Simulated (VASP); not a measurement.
Wanted: the native input for a VASP 6.6.1 run.

- Task: single point
- Functional: PBEsol
- Potentials or basis: VASP PAW PBE potentials, release 64 (Rb_sv, Br)
- Cutoff: 520 eV
- k mesh: 6 × 6 × 6
- Occupations: gaussian, width 0.05 eV
- Spin: no spin polarisation
- Dipole correction: no
- Further INCAR settings: ALGO = Normal; EDIFF = 1e-07; NBANDS = 15

The structure of RbBr lies in POSCAR:

```
RbBr
1.0
    4.2329756082      0.0000000000      0.0000000000
    0.0000000000      4.2329756082      0.0000000000
    0.0000000000      0.0000000000      4.0701688540
Rb Br
1 1
Direct
    0.0000000000      0.0000000000      0.0000000000
    0.5000000000      0.5000000000      0.5000000000
```

One way to write it, as run:

INCAR

```
PREC = Accurate ; ENCUT = 520
EDIFF = 1E-7 ; ISMEAR = 0
SIGMA = 0.05 ; LREAL = F
LASPH = T ; NELM = 60
ALGO = Normal ; ISIF = 2
LWAVE = F ; LCHARG = F
GGA = PS ; NBANDS = 15
```

KPOINTS

```
regular mesh
0
Gamma
  6 6 6
```

Potentials or basis: VASP PAW PBE potentials, release 64 (Rb_sv, Br).

Run with:

```bash
$ cat potpaw_PBE.64/Rb_sv/POTCAR potpaw_PBE.64/Br/POTCAR > POTCAR
$ mpirun -np 1 vasp_std > vasp.out
```

It gave:

| Property | Result |
| --- | --- |
| Pressure | -1.0 GPa |
| Band gap on the k mesh | 3.66 eV, indirect (least direct gap 3.80 eV) |

Caveat: the PAW data sets were made with another functional, which shifts forces and pressure a little.

Wall time 18 s on 1 thread of Intel(R) Xeon(R) Platinum 8375C CPU @ 2.90GHz (Ice Lake), on a shared host, peak memory 0.2 GiB.
